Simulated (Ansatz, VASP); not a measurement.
# Zr4B in VASP and in Ansatz

INCAR

```
PREC = Accurate
ENCUT = 520
EDIFF = 1E-6
ISMEAR = 0
SIGMA = 0.1
LREAL = False
LASPH = True
NELM = 60
ALGO = Fast
ISIF = 2
LWAVE = False
LCHARG = False
GGA = PE
NBANDS = 34
```

File KPOINTS:

```
Automatic mesh
0
Gamma
  12 12 4
```

Contents of POSCAR:

```
Zr4B
1.0
    3.3671052011      0.0000000000      0.0000000000
   -1.6835526005      2.9159986414      0.0000000000
    0.0000000000      0.0000000000     10.4974646278
Zr B
4 1
Direct
    0.3333333333      0.6666666667      0.8723680459
    0.3333333333      0.6666666667      0.3848766516
    0.6666666667      0.3333333333      0.1276319541
    0.6666666667      0.3333333333      0.6151233484
    0.0000000000      0.0000000000      0.0000000000
```

Input for Ansatz:

```yaml
crystal:
  lattice:
    - [3.3671052011, 0.0, 0.0]
    - [-1.6835526005, 2.9159986414, 0.0]
    - [0.0, 0.0, 10.4974646278]
  atoms:
    - { symbol: Zr, position: [0.3333333333, 0.6666666667, 0.8723680459] }
    - { symbol: Zr, position: [0.3333333333, 0.6666666667, 0.3848766516] }
    - { symbol: Zr, position: [0.6666666667, 0.3333333333, 0.1276319541] }
    - { symbol: Zr, position: [0.6666666667, 0.3333333333, 0.6151233484] }
    - { symbol: B, position: [0.0, 0.0, 0.0] }
basis:
  ecutwfc: 420
kpoints:
  mp_grid: { grid: [12, 12, 4] }
  band_path:
    path:
      - [[0.0, 0.0, 0.0], [0.5, 0.0, 0.0], [0.33333333, 0.33333333, 0.0], [0.0, 0.0, 0.0], [0.0, 0.0, 0.5], [0.5, 0.0, 0.5], [0.33333333, 0.33333333, 0.5], [0.0, 0.0, 0.5]]
      - [[0.5, 0.0, 0.5], [0.5, 0.0, 0.0]]
      - [[0.33333333, 0.33333333, 0.5], [0.33333333, 0.33333333, 0.0]]
    npoints: 14
hamiltonian:
  xc: pbe
scf:
  occupations: { method: gaussian, width: 0.1 }
  n_extra_bands: 12
output:
  forces: true
  stress: true
  eigenvalues: true
  populations: true
  dos: { projected: true, de: 0.02, nscf_kmesh: { grid: [15, 15, 5] } }
  bader: true
  write_density: true
  write_potential: true
  elf: true
  volumetric_format: npy
```

Alike in both runs: task single point; functional PBE; k mesh 12 × 12 × 4; occupations gaussian, width 0.1 eV; no spin polarisation.

|  | VASP | Ansatz |
| --- | --- | --- |
| version | VASP 6.6.1 | Ansatz 0.2.0 |
| potentials or method | VASP PAW PBE potentials, release 64 (Zr_sv, B), cutoff 520 eV | scalar-relativistic, plane waves, PAW |
| valence electrons in the cell | 51 | 51 |

```csv
,VASP,Ansatz,Ansatz less VASP
gap on the k mesh at the Fermi level (eV),none,none,-
pressure (GPa),0.0,0.0,-0.03
```

A gap of «none» marks a metal or a gap that the smearing closes.
